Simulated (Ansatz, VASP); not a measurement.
**One calculation of InP, two programs**

File INCAR:

```
ALGO = Normal
EDIFF = 1E-6
ENCUT = 520
GGA = RE
ISIF = 2
ISMEAR = 0
IVDW = 13
LASPH = True
LCHARG = False
LREAL = False
LWAVE = False
NBANDS = 16
NELM = 80
PREC = Accurate
SIGMA = 0.05
```

The input KPOINTS:

```
k-points
0
Gamma
  8 8 8
```

File POSCAR:

```
InP
1.0
    0.0000000000      2.9015599385      2.9015599385
    2.9015599385      0.0000000000      2.9015599385
    2.9015599385      2.9015599385      0.0000000000
In P
1 1
Direct
    0.0000000000      0.0000000000      0.0000000000
    0.7500000000      0.7500000000      0.7500000000
```

Input for Ansatz:

```yaml
crystal:
  lattice:
    - [0.0, 2.9015599385, 2.9015599385]
    - [2.9015599385, 0.0, 2.9015599385]
    - [2.9015599385, 2.9015599385, 0.0]
  atoms:
    - { symbol: In, position: [0.0, 0.0, 0.0] }
    - { symbol: P, position: [0.75, 0.75, 0.75] }
basis:
  ecutwfc: 420
  ecutrho_ratio: 4
kpoints:
  mp_grid: { grid: [8, 8, 8] }
hamiltonian:
  xc: revpbe
  dispersion: d4
scf:
  occupations: { method: gaussian, width: 0.05 }
output:
  forces: true
  stress: true
  eigenvalues: true
```

Alike in both runs: task single point; functional revPBE; dispersion D4; k mesh 8 × 8 × 8; occupations gaussian, width 0.05 eV; no spin polarisation.

|  | VASP | Ansatz |
| --- | --- | --- |
| version | VASP 6.6.1 | Ansatz 0.2.0 |
| potentials or method | VASP PAW PBE potentials, release 64 (In_d, P), cutoff 520 eV | scalar-relativistic, plane waves, PAW |
| valence electrons in the cell | 18 | 18 |

|  | VASP | Ansatz | Ansatz less VASP |
| --- | --- | --- | --- |
| gap on the k mesh at the Fermi level (eV) | 0.97 | 0.98 | +0.006 |
| least direct gap on the mesh (eV) | 0.97 | 0.98 | +0.006 |
| pressure (GPa) | 2.8 | 2.9 | +0.07 |

VASP's potentials were made for PBE, not for revPBE.
